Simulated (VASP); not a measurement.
# Al (Fm-3m) in VASP: notebook

The runs below take Al through single point, relaxation of cell and atoms, with LDA.

All numbers are computed with VASP 6.6.1; they aren't measurements. Logs are shortened: lines on timing, memory, paths and dates and some standing lists are left out, and cuts for length are marked.

## (1) The cell of the first run

The structure is cubic, space group Fm-3m (No. 225). Conventional cell: a = 3.984 Å, b = 3.984 Å, c = 3.984 Å, α = 90.00°, β = 90.00°, γ = 90.00°. Al (site symmetry m-3m) has 12 Al at 2.82 Å within 3.7 Å.

## (2) Single point, LDA

Input file INCAR:

```
PREC = Accurate
ENCUT = 520
EDIFF = 1E-6
ISMEAR = 0
SIGMA = 0.1
LREAL = False
LASPH = True
NELM = 100
ALGO = Normal
ISIF = 2
LWAVE = False
LCHARG = False
NBANDS = 8
```

Input file KPOINTS:

```
regular mesh
0
Gamma
  18 18 18
```

Input file POSCAR:

```
Al
1.0
    0.0000000000      1.9917981729      1.9917981729
    1.9917981729      0.0000000000      1.9917981729
    1.9917981729      1.9917981729      0.0000000000
Al
1
Direct
    0.0000000000      0.0000000000      0.0000000000
```

Potentials or basis: VASP PAW LDA potentials, release 64 (Al).

Launch:

```
$ cat potpaw_LDA.64/Al/POTCAR > POTCAR
$ mpirun -np 1 vasp_std > vasp.out
```

OUTCAR:

```text
PREC = Accurate
   ENCUT = 520
   EDIFF = 1E-6
   ISMEAR = 0
   LREAL = False
   LASPH = True
   NELM = 100
   ISIF = 2

 ion  position               nearest neighbor table
   1  0.000  0.000  0.000-

  LATTYP: Found a face centered cubic cell.
 ALAT       =     3.9835963458

  Lattice vectors:

 A1 = (   0.0000000000,   1.9917981729,   1.9917981729)
 A2 = (   1.9917981729,   0.0000000000,   1.9917981729)
 A3 = (   1.9917981729,   1.9917981729,   0.0000000000)

Analysis of symmetry for initial positions (statically):
=====================================================================
 Subroutine PRICEL returns:
 Original cell was already a primitive cell.

 Routine SETGRP: Setting up the symmetry group for a
 face centered cubic supercell.

 Subroutine GETGRP returns: Found 48 space group operations
 (whereof 48 operations were pure point group operations)
 out of a pool of 48 trial point group operations.

The static configuration has the point symmetry O_h .

Analysis of symmetry for dynamics (positions and initial velocities):
=====================================================================
 Subroutine PRICEL returns:
 Original cell was already a primitive cell.

 Routine SETGRP: Setting up the symmetry group for a
 face centered cubic supercell.

 Subroutine GETGRP returns: Found 48 space group operations
 (whereof 48 operations were pure point group operations)
 out of a pool of 48 trial point group operations.

The dynamic configuration has the point symmetry O_h .

 Subroutine INISYM returns: Found 48 space group operations
 (whereof 48 operations are pure point group operations),
 and found     1 'primitive' translations

----------------------------------------------------------------------------------------

                                     Primitive cell

  volume of cell :      15.8040

  direct lattice vectors                    reciprocal lattice vectors
     0.000000000  1.991798173  1.991798173    -0.251029450  0.251029450  0.251029450
     1.991798173  0.000000000  1.991798173     0.251029450 -0.251029450  0.251029450
     1.991798173  1.991798173  0.000000000     0.251029450  0.251029450 -0.251029450

  length of vectors
     2.816827990  2.816827990  2.816827990     0.434795762  0.434795762  0.434795762

  position of ions in fractional coordinates (direct lattice)
     0.000000000  0.000000000  0.000000000

  ion indices of the primitive-cell ions
   primitive index   ion index
                 1           1

----------------------------------------------------------------------------------------

 KPOINTS: regular mesh

Automatic generation of k-mesh.
 Grid dimensions read from file:
 generate k-points for:   18   18   18

 Generating k-lattice:

  Cartesian coordinates                     Fractional coordinates (reciprocal lattice)
    -0.013946081  0.013946081  0.013946081     0.055555556  0.000000000  0.000000000
     0.013946081 -0.013946081  0.013946081     0.000000000  0.055555556  0.000000000
     0.013946081  0.013946081 -0.013946081     0.000000000  0.000000000  0.055555556

  Length of vectors
     0.024155320  0.024155320  0.024155320

  Shift w.r.t. Gamma in fractional coordinates (k-lattice)
     0.000000000  0.000000000  0.000000000

 Subroutine IBZKPT returns following result:
 ===========================================

 Found    195 irreducible k-points:

 Following reciprocal coordinates:
            Coordinates               Weight
  0.000000  0.000000  0.000000      1.000000
  0.055556  0.000000  0.000000      8.000000
  0.111111  0.000000  0.000000      8.000000
  0.166667  0.000000  0.000000      8.000000
  0.222222  0.000000  0.000000      8.000000
  0.277778  0.000000  0.000000      8.000000
[... 16 lines left out ...]
 -0.277778  0.055556  0.000000     24.000000
 -0.222222  0.055556  0.000000     24.000000
 [... further k-points ...]
   k-points           NKPTS =    195   k-points in BZ     NKDIM =    195   number of bands    NBANDS=      8
   number of dos      NEDOS =    301   number of ions     NIONS =      1
   total plane-waves  NPLWV =  13824
   dimension x,y,z NGX =    24 NGY =   24 NGZ =   24
   dimension x,y,z NGXF=    48 NGYF=   48 NGZF=   48
   ions per type =               1
   NGX,Y,Z   is equivalent  to a cutoff of  14.16, 14.16, 14.16 a.u.
   NGXF,Y,Z  is equivalent  to a cutoff of  28.33, 28.33, 28.33 a.u.
 SYSTEM =  unknown system
   PREC   = accura    normal or accurate (medium, high low for compatibility)
   ISTART =      0    job   : 0-new  1-cont  2-samecut
   ICHARG =      2    charge: 1-file 2-atom 10-const
   ISPIN  =      1    spin polarized calculation?
   LNONCOLLINEAR =      F non collinear calculations
   LSORBIT =      F    spin-orbit coupling
   LASPH  =      T    aspherical Exc in radial PAW
   ENCUT  =  520.0 eV  38.22 Ry    6.18 a.u.   5.24  5.24  5.24*2*pi/ulx,y,z
   NELM   =    100;   NELMIN=  2; NELMDL= -5     # of ELM steps
   EDIFF  = 0.1E-05   stopping-criterion for ELM
   LREAL  =      F    real-space projection
   EDIFFG = 0.1E-04   stopping-criterion for IOM
   NSW    =      0    number of steps for IOM
   IBRION =     -1    ionic relax: 0-MD 1-quasi-New 2-CG
   NFREE  =      0    steps in history (QN), initial steepest desc. (CG)
   ISIF   =      2    stress and relaxation
   ISYM   =      2    0-nonsym 1-usesym 2-fastsym
   POTIM  = 0.5000    time-step for ionic-motion
   TEBEG  =    0.0;   TEEND  =   0.0 temperature during run
   PSTRESS=    0.0 pullay stress
   NELECT =       3.0000    total number of electrons
   NUPDOWN=      -1.0000    fix difference up-down
   EMIN   =  10.00;   EMAX   =-10.00  energy-range for DOS
   EFERMI =   0.00;   METHOD = LEGACY
   ISMEAR =     0;   SIGMA  =   0.10  broadening in eV -4-tet -1-fermi 0-gaus
   EFERMI_NEDOS =   21; number of points for ismear=-14 and -15
   IALGO  =     38    algorithm
   IMIX   =      4    mixing-type and parameters
     AMIX     =   0.40;   BMIX     =  1.00
     AMIX_MAG =   1.60;   BMIX_MAG =  1.00
  volume/ion in A,a.u.               =      15.80       106.65
  Fermi-wavevector in a.u.,A,eV,Ry     =   0.940863  1.777974 12.044204  0.885224
  Thomas-Fermi vector in A             =   2.068317
   LORBIT       =      0    0 simple, 1 ext, 2 COOP (PROOUT), +10 PAW based schemes
   GGA     = CA    functional components
   LHFCALC =     F    Hartree Fock is set to
   AEXX    =    0.0000 exact exchange contribution
   IVDW    =     0    specifies the selected vdW correction
   LEPSILON=     F    determine dielectric tensor
   LRPA    =     F    only Hartree local field effects (RPA)
 non-spin polarized calculation
 Gauss-broadening in eV      SIGMA  =   0.10
  energy-cutoff  :      520.00
  volume of cell :       15.80
 maximum number of plane-waves:       444
 NGX is ok and might be reduce to    24
   NGX = 11   NGY = 11   NGZ = 11

 number of electron       3.0000000 magnetization

 Free energy of the ion-electron system (eV)
  ---------------------------------------------------
  ext. energy  EPLUGINS =         0.00000000
  ---------------------------------------------------
  free energy    TOTEN  =        -4.19014917 eV

  energy without entropy =       -4.18716120  energy(sigma->0) =       -4.18865519

 E-fermi :   8.2373     XC(G=0): -10.5041

 val. band max:        8.2191583913   @ k =  -0.2778   0.2778   0.0556
 cond. band min:       8.2442442158   @ k =  -0.4444   0.3333   0.1111
 fundamental gap:      0.0250858245
 Fermi energy:         8.2372833793

 k-point     1 :       0.0000    0.0000    0.0000
  band No.  band energies     occupation
      1      -3.1543      2.00000
      2      21.0523      0.00000
      3      21.0523      0.00000
      4      21.0523      0.00000
      5      22.7076      0.00000
      6      22.7076      0.00000
      7      22.7076      0.00000
      8      25.1746      0.00000

 k-point     2 :       0.0556    0.0000    0.0000
  band No.  band energies     occupation
      1      -3.0682      2.00000
      2      19.5493      0.00000
      3      20.7583      0.00000
      4      20.7583      0.00000
      5      23.1346      0.00000
      6      23.1346      0.00000
      7      23.2793      0.00000
      8      26.0517      0.00000

 k-point     3 :       0.1111    0.0000    0.0000
  band No.  band energies     occupation
      1      -2.8102      2.00000
      2      17.2974      0.00000
      3      20.2575      0.00000
      4      20.2575      0.00000
      5      23.3633      0.00000
      6      24.0036      0.00000
      7      24.0036      0.00000
      8      26.4600      0.00000

 k-point     4 :       0.1667    0.0000    0.0000
  band No.  band energies     occupation
      1      -2.3812      2.00000
      2      15.0208      0.00000
      3      19.8143      0.00000
      4      19.8143      0.00000
      5      23.2082      0.00000
      6      24.5949      0.00000
      7      24.5949      0.00000
      8      25.8301      0.00000

 k-point     5 :       0.2222    0.0000    0.0000
  band No.  band energies     occupation
      1      -1.7829      2.00000
      2      12.8181      0.00000
      3      19.4870      0.00000
      4      19.4870      0.00000
      5      23.0403      0.00000
      6      23.7924      0.00000
      7      23.7924      0.00000
      8      26.8003      0.00000
[... 177 lines left out ...]
 k-point    22 :      -0.3333    0.0556    0.0000
  band No.  band energies     occupation
      1       0.3325      2.00000
      2       8.1913      1.48432
      3      17.5456      0.00000
      4      20.4479      0.00000
      5      20.5248      0.00000
      6      21.9926      0.00000
      7      23.6275      0.00000
      8      26.5743      0.00000

 k-point    23 :      -0.2778    0.0556    0.0000
  band No.  band energies     occupation
      1      -0.6506      2.00000
      2      10.1157      0.00000
      3      17.5633      0.00000
      4      20.4848      0.00000
      5      21.3814      0.00000
      6      22.8729      0.00000
      7      23.5719      0.00000
      8      27.3791      0.00000

 k-point    24 :      -0.2222    0.0556    0.0000
  band No.  band energies     occupation
      1      -1.4706      2.00000
      2      12.1647      0.00000
      3      17.7273      0.00000
      4      20.6212      0.00000
      5      22.3905      0.00000
      6      23.5552      0.00000
      7      23.9365      0.00000
      8      26.1651      0.00000

 [... further k-points ...]
[... 5 lines left out ...]
  --------------------------------------------------------------------------------------
  -------------------------------------------------------------------------------------
  Total        0.0070286      0.0070286      0.0070286      0.0000000     -0.0000000     -0.0000000
  in kB        0.7125430      0.7125430      0.7125430      0.0000000     -0.0000000     -0.0000000
  external PRESSURE =       0.7125430 kB  Pullay stress =       0.0000000 kB

 VOLUME and BASIS-vectors are now :
 -----------------------------------------------------------------------------
  energy-cutoff  :      520.00
  volume of cell :       15.80
      direct lattice vectors                 reciprocal lattice vectors
     0.000000000  1.991798173  1.991798173    -0.251029450  0.251029450  0.251029450
     1.991798173  0.000000000  1.991798173     0.251029450 -0.251029450  0.251029450
     1.991798173  1.991798173  0.000000000     0.251029450  0.251029450 -0.251029450

 POSITION                                       TOTAL-FORCE (eV/Angst)
 -----------------------------------------------------------------------------------
      0.00000      0.00000      0.00000         0.000000      0.000000      0.000000
 -----------------------------------------------------------------------------------
    total drift:                                0.000000      0.000000      0.000000

  FREE ENERGIE OF THE ION-ELECTRON SYSTEM (eV)
  ---------------------------------------------------
  free  energy   TOTEN  =        -4.1901491703 eV

  energy  without entropy=       -4.1871612002  energy(sigma->0) =       -4.18865519
```

It used 10 s of CPU time on 1 thread of Intel Xeon 6975P-C (shared host).

Results:

```yaml
Free_energy: -4.1901 eV
Pressure: 0.1 GPa
```

## (3) Relaxation of cell and atoms, LDA

This run uses another cell than the first one, of 16.60 Å³/atom, 1.051 times its volume.

Input file INCAR:

```
PREC     = Accurate       # precision mode
ENCUT    = 600            # plane-wave cutoff, eV
EDIFF    = 1E-6           # SCF threshold, eV
ISMEAR   = 0              # smearing method
SIGMA    = 0.1            # smearing width, eV
LREAL    = False          # projectors in reciprocal space
LASPH    = True           # aspherical terms in the spheres
NELM     = 60             # most SCF steps
ALGO     = Normal         # electronic algorithm
ISIF     = 3              # what is computed and relaxed
LWAVE    = False          # write WAVECAR
LCHARG   = False          # write CHGCAR
GGA      = CA             # functional
IBRION   = 2              # ionic algorithm
NSW      = 100            # ionic steps
EDIFFG   = -0.002         # ionic threshold
```

KPOINTS is that of step 2.

Input file POSCAR:

```
Al
1.0
    0.0000000000      2.0248050000      2.0248050000
    2.0248050000      0.0000000000      2.0248050000
    2.0248050000      2.0248050000      0.0000000000
Al
1
Direct
    0.0000000000      0.0000000000      0.0000000000
```

Potentials or basis: VASP PAW LDA potentials, release 64 (Al).

Launch:

```
$ cat potpaw_LDA.64/Al/POTCAR > POTCAR
$ mpirun -np 1 vasp_std > vasp.out
```

OUTCAR:

```text
PREC = Accurate
   ENCUT = 600
   EDIFF = 1E-6
   ISMEAR = 0
   LREAL = False
   LASPH = True
   NELM = 60
   ISIF = 3
   GGA = CA
   IBRION = 2
   NSW = 100
   EDIFFG = -0.002

 ion  position               nearest neighbor table
   1  0.000  0.000  0.000-

  LATTYP: Found a face centered cubic cell.
 ALAT       =     4.0496100000

  Lattice vectors:

 A1 = (   0.0000000000,   2.0248050000,   2.0248050000)
 A2 = (   2.0248050000,   0.0000000000,   2.0248050000)
 A3 = (   2.0248050000,   2.0248050000,   0.0000000000)

Analysis of symmetry for initial positions (statically):
=====================================================================
 Subroutine PRICEL returns:
[... 243 lines left out ...]
  ---------------------------------------------------
  ext. energy  EPLUGINS =         0.00000000
  ---------------------------------------------------
  free energy    TOTEN  =        -4.19022143 eV

  energy without entropy =       -4.18723346  energy(sigma->0) =       -4.18872744

 E-fermi :   8.2279     XC(G=0): -10.5008

 val. band max:        8.2102399984   @ k =  -0.2778   0.2778   0.0556
 cond. band min:       8.2351793932   @ k =  -0.4444   0.3333   0.1111
 fundamental gap:      0.0249393947
 Fermi energy:         8.2279106447

 k-point     1 :       0.0000    0.0000    0.0000
  band No.  band energies     occupation
      1      -3.1576      2.00000
      2      21.0383      0.00000
      3      21.0383      0.00000
      4      21.0383      0.00000
      5      22.6867      0.00000
[... 177 lines left out ...]
 k-point    24 :      -0.2222    0.0556    0.0000
  band No.  band energies     occupation
      1      -1.4747      2.00000
      2      12.1535      0.00000
      3      17.7126      0.00000
      4      20.6050      0.00000
      5      22.3734      0.00000

 [... further k-points ...]
[... 5 lines left out ...]
  --------------------------------------------------------------------------------------
  -------------------------------------------------------------------------------------
  Total        0.0003541      0.0003541      0.0003541     -0.0000000     -0.0000000      0.0000000
  in kB        0.0358701      0.0358701      0.0358701     -0.0000000     -0.0000000      0.0000000
  external PRESSURE =       0.0358701 kB  Pullay stress =       0.0000000 kB
[... 16 lines left out ...]
  FREE ENERGIE OF THE ION-ELECTRON SYSTEM (eV)
  ---------------------------------------------------
  free  energy   TOTEN  =        -4.1902214261 eV

  energy  without entropy=       -4.1872334592  energy(sigma->0) =       -4.18872744

 reached required accuracy - stopping structural energy minimisation
```

It took 14 s on 1 thread of Intel Xeon 6975P-C, shared host; peak memory 0.14 GiB.

What came out:

```yaml
Free_energy: -4.1902 eV
Relaxed_volume: 15.82 Å³/atom
Relaxed_cell: a = 2.818 Å, b = 2.818 Å, c = 2.818 Å, α = 60.00°, β = 60.00°, γ = 60.00°
Space_group_after_relaxing_to_0.05_Å: Fm-3m (No. 225)
Energy_gained_by_relaxing: 9.2 meV/atom
Ionic_steps: 3
Pressure_after_relaxing: 0.0 GPa
```

Step by step:
```
step  energy change (eV)  largest force (eV/Å)  pressure (GPa)  volume (Å³)
   1              0.0000                0.0000           -3.60        16.60
   2             -0.0090                0.0000            0.50        15.72
   3             -0.0092                0.0000            0.00        15.82
```

Final structure:
```yaml
crystal:
  lattice:
    - [0.00000, 1.99237, 1.99237]
    - [1.99237, 0.00000, 1.99237]
    - [1.99237, 1.99237, 0.00000]
  atoms:
    - { symbol: Al, position: [0.00000, 0.00000, 0.00000] }
```

LDA usually gives volumes a few per cent too small. Zero-point motion and thermal expansion aren't in these numbers.
